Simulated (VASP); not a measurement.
# Al2PO (P-6m2) in VASP: relaxation of cell and atoms with PBE

Aim: the relaxation of cell and atoms of Al2PO with PBE.

Everything below comes from runs of VASP 6.6.1. Logs are shortened: lines on timing, memory, paths and dates and some standing lists are left out, and cuts for length are marked.

## 1. The cell of the first run

It takes space group P-6m2 (No. 187, hexagonal). Conventional cell: a = 3.381 Å, b = 3.381 Å, c = 5.564 Å, α = 90.00°, β = 90.00°, γ = 120.00°. Within 3.1 Å of Al (site symmetry 3m) lie 3 O at 2.36 Å and 3 P at 2.43 Å and 2 Al at 2.66 to 2.90 Å. Within 3.2 Å of P (site symmetry -6m2) lie 6 Al at 2.43 Å. Within 3.1 Å of O (site symmetry -6m2) lie 6 Al at 2.36 Å.

## 2. Relaxation of cell and atoms, PBE

Input file INCAR:

```
ALGO = Normal
EDIFF = 1E-6
EDIFFG = -0.01
ENCUT = 600
GGA = PE
IBRION = 2
ISIF = 3
ISMEAR = 0
LASPH = T
LCHARG = F
LREAL = F
LWAVE = F
NELM = 100
NSW = 100
PREC = Accurate
SIGMA = 0.1
```

Input file KPOINTS:

```
k-points
0
Gamma
  15 15 8
```

Input file POSCAR:

```
Al2PO
1.0
    3.3813318324      0.0000000000      0.0000000000
   -1.6906659162      2.9283192655      0.0000000000
    0.0000000000      0.0000000000      5.5638195916
Al P O
2 1 1
Direct
    0.6666666667      0.3333333333      0.2389867760
    0.6666666667      0.3333333333      0.7610132240
    0.3333333333      0.6666666667      0.5000000000
    0.0000000000      0.0000000000      0.0000000000
```

Potentials or basis: VASP PAW PBE potentials, release 64 (Al, P, O).

Started as:

```sh
cat potpaw_PBE.64/Al/POTCAR potpaw_PBE.64/P/POTCAR potpaw_PBE.64/O/POTCAR > POTCAR
mpirun -np 1 vasp_std > vasp.out
```

OUTCAR:

```text
EDIFF = 1E-6
   EDIFFG = -0.01
   ENCUT = 600
   GGA = PE
   IBRION = 2
   ISIF = 3
   ISMEAR = 0
   LASPH = T
   LREAL = F
   NELM = 100
   NSW = 100
   PREC = Accurate

 ion  position               nearest neighbor table
   1  0.667  0.333  0.239-   4 2.36   4 2.36   4 2.36   3 2.43   3 2.43   3 2.43   2 2.66   2 2.90

   2  0.667  0.333  0.761-   4 2.36   4 2.36   4 2.36   3 2.43   3 2.43   3 2.43   1 2.66   1 2.90

   3  0.333  0.667  0.500-   1 2.43   2 2.43   1 2.43   2 2.43   1 2.43   2 2.43
   4  0.000  0.000  0.000-   1 2.36   2 2.36   1 2.36   2 2.36   1 2.36   2 2.36

  LATTYP: Found a hexagonal cell.
 ALAT       =     3.3813318324
 C/A-ratio  =     1.6454521080

  Lattice vectors:

 A1 = (   3.3813318324,   0.0000000000,   0.0000000000)
 A2 = (  -1.6906659162,   2.9283192655,   0.0000000000)
 A3 = (   0.0000000000,   0.0000000000,   5.5638195916)

Analysis of symmetry for initial positions (statically):
=====================================================================
 Subroutine PRICEL returns:
 Original cell was already a primitive cell.

 Routine SETGRP: Setting up the symmetry group for a
 hexagonal supercell.

 Subroutine GETGRP returns: Found 12 space group operations
 (whereof 12 operations were pure point group operations)
 out of a pool of 24 trial point group operations.

The static configuration has the point symmetry D_3h.

Analysis of symmetry for dynamics (positions and initial velocities):
=====================================================================
 Subroutine PRICEL returns:
 Original cell was already a primitive cell.

 Routine SETGRP: Setting up the symmetry group for a
 hexagonal supercell.

 Subroutine GETGRP returns: Found 12 space group operations
 (whereof 12 operations were pure point group operations)
 out of a pool of 24 trial point group operations.

The dynamic configuration has the point symmetry D_3h.

 Subroutine INISYM returns: Found 12 space group operations
 (whereof 12 operations are pure point group operations),
 and found     1 'primitive' translations

----------------------------------------------------------------------------------------

                                     Primitive cell

  volume of cell :      55.0908

  direct lattice vectors                    reciprocal lattice vectors
     3.381331832  0.000000000  0.000000000     0.295741456  0.170746409  0.000000000
    -1.690665916  2.928319265  0.000000000     0.000000000  0.341492819  0.000000000
     0.000000000  0.000000000  5.563819592     0.000000000  0.000000000  0.179732643

  length of vectors
     3.381331832  3.381331832  5.563819592     0.341492819  0.341492819  0.179732643

  position of ions in fractional coordinates (direct lattice)
     0.666666667  0.333333333  0.238986776
     0.666666667  0.333333333  0.761013224
     0.333333333  0.666666667  0.500000000
     0.000000000  0.000000000  0.000000000

  ion indices of the primitive-cell ions
   primitive index   ion index
                 1           1
                 2           2
                 3           3
                 4           4

----------------------------------------------------------------------------------------

 KPOINTS: k-points

Automatic generation of k-mesh.
 Grid dimensions read from file:
 generate k-points for:   15   15    8

 Generating k-lattice:

  Cartesian coordinates                     Fractional coordinates (reciprocal lattice)
     0.019716097  0.011383094  0.000000000     0.066666667  0.000000000  0.000000000
     0.000000000  0.022766188  0.000000000     0.000000000  0.066666667  0.000000000
     0.000000000  0.000000000  0.022466580     0.000000000  0.000000000  0.125000000

  Length of vectors
     0.022766188  0.022766188  0.022466580

  Shift w.r.t. Gamma in fractional coordinates (k-lattice)
     0.000000000  0.000000000  0.000000000

 Subroutine IBZKPT returns following result:
 ===========================================

 Found    135 irreducible k-points:

 Following reciprocal coordinates:
            Coordinates               Weight
  0.000000  0.000000  0.000000      1.000000
  0.066667 -0.000000  0.000000      6.000000
  0.133333 -0.000000  0.000000      6.000000
  0.200000  0.000000  0.000000      6.000000
  0.266667 -0.000000  0.000000      6.000000
  0.333333  0.000000  0.000000      6.000000
[... 16 lines left out ...]
  0.333333  0.200000  0.000000     12.000000
  0.400000  0.200000  0.000000      6.000000
 [... further k-points ...]
   k-points           NKPTS =    135   k-points in BZ     NKDIM =    135   number of bands    NBANDS=     12
   number of dos      NEDOS =    301   number of ions     NIONS =      4
   total plane-waves  NPLWV =  37632
   dimension x,y,z NGX =    28 NGY =   28 NGZ =   48
   dimension x,y,z NGXF=    56 NGYF=   56 NGZF=   96
   ions per type =               2   1   1
   NGX,Y,Z   is equivalent  to a cutoff of  13.77, 13.77, 14.34 a.u.
   NGXF,Y,Z  is equivalent  to a cutoff of  27.53, 27.53, 28.68 a.u.
 SYSTEM =  unknown system
   PREC   = accura    normal or accurate (medium, high low for compatibility)
   ISTART =      0    job   : 0-new  1-cont  2-samecut
   ICHARG =      2    charge: 1-file 2-atom 10-const
   ISPIN  =      1    spin polarized calculation?
   LNONCOLLINEAR =      F non collinear calculations
   LSORBIT =      F    spin-orbit coupling
   LASPH  =      T    aspherical Exc in radial PAW
   ENCUT  =  600.0 eV  44.10 Ry    6.64 a.u.   6.75  6.75 11.11*2*pi/ulx,y,z
   NELM   =    100;   NELMIN=  2; NELMDL= -5     # of ELM steps
   EDIFF  = 0.1E-05   stopping-criterion for ELM
   LREAL  =      F    real-space projection
   EDIFFG = -.1E-01   stopping-criterion for IOM
   NSW    =    100    number of steps for IOM
   IBRION =      2    ionic relax: 0-MD 1-quasi-New 2-CG
   NFREE  =      1    steps in history (QN), initial steepest desc. (CG)
   ISIF   =      3    stress and relaxation
   ISYM   =      2    0-nonsym 1-usesym 2-fastsym
   POTIM  = 0.5000    time-step for ionic-motion
   TEBEG  =    0.0;   TEEND  =   0.0 temperature during run
   PSTRESS=    0.0 pullay stress
   NELECT =      17.0000    total number of electrons
   NUPDOWN=      -1.0000    fix difference up-down
   EMIN   =  10.00;   EMAX   =-10.00  energy-range for DOS
   EFERMI =   0.00;   METHOD = LEGACY
   ISMEAR =     0;   SIGMA  =   0.10  broadening in eV -4-tet -1-fermi 0-gaus
   EFERMI_NEDOS =   21; number of points for ismear=-14 and -15
   IALGO  =     38    algorithm
   IMIX   =      4    mixing-type and parameters
     AMIX     =   0.40;   BMIX     =  1.00
     AMIX_MAG =   1.60;   BMIX_MAG =  1.00
  volume/ion in A,a.u.               =      13.77        92.94
  Fermi-wavevector in a.u.,A,eV,Ry     =   1.106279  2.090564 16.651538  1.223854
  Thomas-Fermi vector in A             =   2.242778
   LORBIT       =      0    0 simple, 1 ext, 2 COOP (PROOUT), +10 PAW based schemes
   GGA     = PE    functional components
   LHFCALC =     F    Hartree Fock is set to
   AEXX    =    0.0000 exact exchange contribution
   IVDW    =     0    specifies the selected vdW correction
   LEPSILON=     F    determine dielectric tensor
   LRPA    =     F    only Hartree local field effects (RPA)
 conjugate gradient relaxation of ions
 non-spin polarized calculation
 Gauss-broadening in eV      SIGMA  =   0.10
  energy-cutoff  :      600.00
  volume of cell :       55.09
 maximum number of plane-waves:      1864
 NGX is ok and might be reduce to    28
   NGX = 13   NGY = 13   NGZ = 23

--------------------------------------- Ionic step        1  -------------------------------------------

 number of electron      16.9999998 magnetization

 Free energy of the ion-electron system (eV)
  ---------------------------------------------------
  ext. energy  EPLUGINS =         0.00000000
  ---------------------------------------------------
  free energy    TOTEN  =       -20.66009299 eV

  energy without entropy =      -20.65192539  energy(sigma->0) =      -20.65600919

------------------------ aborting loop because EDIFF is reached ----------------------------------------

  FORCE on cell =-STRESS in cart. coord.  units (eV):
  Direction    XX          YY          ZZ          XY          YZ          ZX
  --------------------------------------------------------------------------------------
  -------------------------------------------------------------------------------------
  Total       -0.1842074     -0.1842074      0.2276234      0.0000000      0.0000000      0.0000000
  in kB       -5.3572070     -5.3572070      6.6198513      0.0000000      0.0000000      0.0000000
  external PRESSURE =      -1.3648543 kB  Pullay stress =       0.0000000 kB
[... 61 lines left out ...]
  energy  without entropy=      -20.6534048585  energy(sigma->0) =      -20.65728369

--------------------------------------- Ionic step        3  -------------------------------------------

 number of electron      16.9999998 magnetization

 Free energy of the ion-electron system (eV)
  ---------------------------------------------------
  ext. energy  EPLUGINS =         0.00000000
  ---------------------------------------------------
  free energy    TOTEN  =       -20.66127347 eV

  energy without entropy =      -20.65366585  energy(sigma->0) =      -20.65746966

 E-fermi :   8.0845     XC(G=0): -10.5546

 val. band max:        8.0824123535   @ k =   0.2667  -0.0000   0.0000
 cond. band min:       8.0846277739   @ k =   0.3333   0.0000   0.2500
 fundamental gap:      0.0022154204
 Fermi energy:         8.0844640303

 k-point     1 :       0.0000    0.0000    0.0000
  band No.  band energies     occupation
      1     -11.4654      2.00000
      2      -5.1780      2.00000
      3      -0.3225      2.00000
      4       3.8635      2.00000
      5       3.8635      2.00000
      6       5.3005      2.00000
      7       5.5150      2.00000
      8       7.9119      1.98533
      9       7.9119      1.98533
     10      12.0556      0.00000
     11      13.2730      0.00000
     12      13.2730      0.00000
[... 331 lines left out ...]
 k-point    24 :       0.4000    0.2000    0.0000
  band No.  band energies     occupation
      1     -10.9395      2.00000
      2      -2.6440      2.00000
      3       0.1175      2.00000
      4       1.8457      2.00000
      5       2.5299      2.00000
      6       2.5873      2.00000
      7       4.0582      2.00000
      8       4.0784      2.00000
      9       7.7372      2.00000
     10      10.1208      0.00000
     11      11.2479      0.00000
     12      12.0008      0.00000

 [... further k-points ...]
[... 5 lines left out ...]
  --------------------------------------------------------------------------------------
  -------------------------------------------------------------------------------------
  Total        0.0203215      0.0203215      0.0311289      0.0000000      0.0000000     -0.0000000
  in kB        0.5924690      0.5924690      0.9075551      0.0000000      0.0000000     -0.0000000
  external PRESSURE =       0.6974977 kB  Pullay stress =       0.0000000 kB
[... 19 lines left out ...]
  FREE ENERGIE OF THE ION-ELECTRON SYSTEM (eV)
  ---------------------------------------------------
  free  energy   TOTEN  =       -20.6612734729 eV

  energy  without entropy=      -20.6536658476  energy(sigma->0) =      -20.65746966

 reached required accuracy - stopping structural energy minimisation
```

Run time: 72 s. Hardware: 1 thread of Intel Xeon 6975P-C (Granite Rapids), shared host; peak memory 0.27 GiB.

Results:

```
Free energy                           : -20.6613 eV
Relaxed volume                        : 13.74 Å³/atom
Relaxed cell                          : a = 3.370 Å, b = 3.370 Å, c = 5.586 Å, α = 90.00°, β = 90.00°, γ = 120.00°
Space group after relaxing (to 0.1 Å) : P-6m2 (No. 187)
Energy gained by relaxing             : 0.3 meV/atom
Ionic steps                           : 3
Pressure after relaxing               : 0.1 GPa
Band gap on the k mesh                : zero (an odd number of electrons rules out a gap without spin polarisation)
```

Forces in eV/Å, atoms in the order of the input:
```
Al   0.000  0.000 -0.003
Al   0.000  0.000  0.003
P    0.000  0.000  0.000
O    0.000  0.000  0.000
```

The path:
| step | energy change (eV) | largest force (eV/Å) | pressure (GPa) | volume (Å³) |
| --- | --- | --- | --- | --- |
| 1 | 0.0000 | 0.0435 | -0.14 | 55.09 |
| 2 | -0.0011 | 0.0118 | 0.00 | 55.00 |
| 3 | -0.0012 | 0.0026 | 0.07 | 54.95 |

Final structure:
```xyz
4
Lattice="3.3704 0.0000 0.0000 -1.6852 2.9189 0.0000 0.0000 0.0000 5.5860" Properties=species:S:1:pos:R:3 pbc="T T T"
Al    1.6852    0.9730    1.3380
Al    1.6852    0.9730    4.2479
P     0.0000    1.9459    2.7930
O     0.0000    0.0000    0.0000
```

Caveat: an odd number of electrons without spin polarisation forces a metal; a magnetic or distorted state may lie lower.
